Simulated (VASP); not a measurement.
A run of VASP 6.6.1 is set up as follows.

File POSCAR:

```
CdS
1.0
    3.3869086123      0.0000000000      0.0000000000
    0.0000000000      3.3869086123      0.0000000000
    0.0000000000      0.0000000000      3.3869086123
Cd S
1 1
Direct
    0.0000000000      0.0000000000      0.0000000000
    0.5000000000      0.5000000000      0.5000000000
```

Contents of INCAR.step1:

```
PREC     = Accurate       # precision mode
ENCUT    = 520            # plane-wave cutoff, eV
EDIFF    = 1E-5           # SCF threshold, eV
ISMEAR   = -1             # smearing method
SIGMA    = 0.02           # smearing width, eV
LREAL    = False          # projectors in reciprocal space
LASPH    = True           # aspherical terms in the spheres
NELM     = 100            # most SCF steps
ALGO     = Normal         # electronic algorithm
ISIF     = 2              # what is computed and relaxed
LWAVE    = True           # write WAVECAR
LCHARG   = False          # write CHGCAR
GGA      = PE             # functional
NBANDS   = 16             # bands
```

Contents of INCAR.step2:

```
PREC     = Accurate       # precision mode
ENCUT    = 520            # plane-wave cutoff, eV
EDIFF    = 1E-6           # SCF threshold, eV
ISMEAR   = -1             # smearing method
SIGMA    = 0.02           # smearing width, eV
LREAL    = False          # projectors in reciprocal space
LASPH    = True           # aspherical terms in the spheres
NELM     = 100            # most SCF steps
ALGO     = Normal         # electronic algorithm
ISIF     = 2              # what is computed and relaxed
LWAVE    = False          # write WAVECAR
LCHARG   = False          # write CHGCAR
GGA      = PE             # functional
LHFCALC  = True           # exact exchange
AEXX     = 0.5            # exact-exchange fraction
HFSCREEN = 0.5            # screening, 1/A
PRECFOCK = Normal       
ISTART   = 1            
NBANDS   = 16             # bands
```

The input KPOINTS:

```
regular mesh
0
Gamma
  4 4 4
```

Potentials or basis: VASP PAW PBE potentials, release 64 (Cd, S).

The run is started by

```console
$ cat potpaw_PBE.64/Cd/POTCAR potpaw_PBE.64/S/POTCAR > POTCAR
$ cp INCAR.step1 INCAR
$ mpirun -np 1 vasp_std > vasp.out
$ cp INCAR.step2 INCAR
$ mpirun -np 1 vasp_std > vasp.out
```

(1) What does it give for the band gap on the k mesh?

(2) Estimate the pressure.

## Answers

(1) zero (bands 9 and 10 overlap by 0.21 eV).

(2) 0.7 GPa.

Caveat: the k points lie up to 0.46 Å⁻¹ apart; the structure was generated, so it needn't be the stable form of CdS; the PAW data sets were made with another functional, which shifts forces and pressure a little.
